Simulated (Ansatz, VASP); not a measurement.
**SiC: VASP beside Ansatz**

Contents of POSCAR:

```
SiC
1.0
    2.1740000000     -2.1740000000      0.0000000000
    2.1740000000      0.0000000000     -2.1740000000
   11.9570000000      7.0655000000      7.0655000000
Si C
6 6
Direct
    0.6198166667      0.6198166667      0.0624666667
   -0.6718500000     -0.6718500000      0.8958000000
    0.1614833333      0.1614833333      0.2291333333
    0.2448166667      0.2448166667      0.5624666667
   -0.2968500000     -0.2968500000      0.3958000000
   -0.2135166667     -0.2135166667      0.7291333333
    0.3385666667      0.3385666667      0.4374666667
    0.7969000000      0.7969000000      0.2708000000
   -0.1197666667     -0.1197666667      0.6041333333
   -0.0364333333     -0.0364333333      0.9374666667
   -0.5781000000     -0.5781000000      0.7708000000
    0.2552333333      0.2552333333      0.1041333333
```

INCAR.step1

```
SYSTEM = SiC
PREC     = Accurate       ! precision mode
ENCUT    = 520            ! plane-wave cutoff, eV
ISMEAR   = 0              ! smearing method
SIGMA    = 0.05           ! smearing width, eV
LREAL    = .False.        ! projectors in reciprocal space
LASPH    = .True.         ! aspherical terms in the spheres
NELM     = 60             ! most SCF steps
NBANDS   = 36             ! bands
GGA      = PE             ! functional
ALGO     = Normal         ! electronic algorithm
EDIFF    = 1E-4           ! SCF threshold, eV
LWAVE    = .True.         ! write WAVECAR
LCHARG   = .False.        ! write CHGCAR
```

The input INCAR.step2:

```
SYSTEM = SiC
PREC     = Accurate       ! precision mode
ENCUT    = 520            ! plane-wave cutoff, eV
EDIFF    = 1E-6           ! SCF threshold, eV
ISMEAR   = 0              ! smearing method
SIGMA    = 0.05           ! smearing width, eV
LREAL    = .False.        ! projectors in reciprocal space
LASPH    = .True.         ! aspherical terms in the spheres
NELM     = 60             ! most SCF steps
ALGO     = Normal         ! electronic algorithm
ISIF     = 2              ! what is computed and relaxed
LWAVE    = .False.        ! write WAVECAR
LCHARG   = .False.        ! write CHGCAR
METAGGA  = R2SCAN         ! meta-GGA
LMIXTAU  = .True.       
NBANDS   = 36             ! bands
ISTART   = 1
```

KPOINTS

```
regular mesh
0
Gamma
  10 10 2
  0 0 0
```

Input for Ansatz:

```yaml
crystal:
  lattice:
    - [2.174, -2.174, 0.0]
    - [2.174, 0.0, -2.174]
    - [11.957, 7.0655, 7.0655]
  atoms:
    - { symbol: Si, position: [0.6198166667, 0.6198166667, 0.0624666667] }
    - { symbol: Si, position: [-0.67185, -0.67185, 0.8958] }
    - { symbol: Si, position: [0.1614833333, 0.1614833333, 0.2291333333] }
    - { symbol: Si, position: [0.2448166667, 0.2448166667, 0.5624666667] }
    - { symbol: Si, position: [-0.29685, -0.29685, 0.3958] }
    - { symbol: Si, position: [-0.2135166667, -0.2135166667, 0.7291333333] }
    - { symbol: C, position: [0.3385666667, 0.3385666667, 0.4374666667] }
    - { symbol: C, position: [0.7969, 0.7969, 0.2708] }
    - { symbol: C, position: [-0.1197666667, -0.1197666667, 0.6041333333] }
    - { symbol: C, position: [-0.0364333333, -0.0364333333, 0.9374666667] }
    - { symbol: C, position: [-0.5781, -0.5781, 0.7708] }
    - { symbol: C, position: [0.2552333333, 0.2552333333, 0.1041333333] }
basis:
  ecutwfc: 500
kpoints:
  mp_grid: { grid: [10, 10, 2] }
hamiltonian:
  xc: r2scan
scf:
  occupations: { method: gaussian, width: 0.05 }
output:
  forces: true
  stress: true
  eigenvalues: true
```

Alike in both runs: task single point; functional r2SCAN; k mesh 10 × 10 × 2; occupations gaussian, width 0.05 eV; no spin polarisation.

|  | VASP | Ansatz |
| --- | --- | --- |
| version | VASP 6.6.1 | Ansatz 0.2.0 |
| potentials or method | VASP PAW PBE potentials, release 64 (Si, C), cutoff 520 eV | scalar-relativistic, plane waves, PAW |
| valence electrons in the cell | 48 | 48 |

VASP gave:

```
gap on the k mesh at the Fermi level (eV)                     : 1.08
least direct gap on the mesh (eV)                             : 2.02
pressure (GPa)                                                : -0.8
traceless stress, the component that is largest in VASP (GPa) : 3.19
rms of the force components (eV/Å)                            : 0.358
```

**Question.** Which values does Ansatz return?

**Answer.** gap on the k mesh at the Fermi level (eV): 1.09; least direct gap on the mesh (eV): 2.04; pressure (GPa): -0.7; traceless stress, the component that is largest in VASP (GPa): 3.18; rms of the force components (eV/Å): 0.358.

VASP's potentials were made for PBE, not for r2SCAN. Atom by atom the forces differ by 0.006 eV/Å (rms over components). With one functional, cell and mesh, what is left measures potentials, basis and numerics.
